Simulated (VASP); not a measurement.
Here is a VASP 6.6.1 calculation.

The input INCAR:

```
PREC     = Accurate       # precision mode
ENCUT    = 520            # plane-wave cutoff, eV
EDIFF    = 1E-6           # SCF threshold, eV
ISMEAR   = 0              # smearing method
SIGMA    = 0.1            # smearing width, eV
LREAL    = False          # projectors in reciprocal space
LASPH    = True           # aspherical terms in the spheres
NELM     = 100            # most SCF steps
ALGO     = Normal         # electronic algorithm
ISIF     = 2              # what is computed and relaxed
LWAVE    = False          # write WAVECAR
LCHARG   = False          # write CHGCAR
GGA      = PE             # functional
NBANDS   = 16             # bands
```

KPOINTS

```
regular mesh
0
Gamma
  16 16 16
```

Contents of POSCAR:

```
NaY
1.0
    0.0000000000      3.2130818587      3.2130818587
    3.2130818587      0.0000000000      3.2130818587
    3.2130818587      3.2130818587      0.0000000000
Na Y
1 1
Direct
    0.5000000000      0.5000000000      0.5000000000
    0.0000000000      0.0000000000      0.0000000000
```

Potentials or basis: VASP PAW PBE potentials, release 64 (Na_pv, Y_sv).

Launch:

```console
$ cat potpaw_PBE.64/Na_pv/POTCAR potpaw_PBE.64/Y_sv/POTCAR > POTCAR
$ mpirun -np 1 vasp_std > vasp.out
```

Q: Predict the pressure.

A: 0.0 GPa.

Q: What does it give for the band gap on the k mesh?

A: Zero (bands 9 and 10 overlap by 1.13 eV).
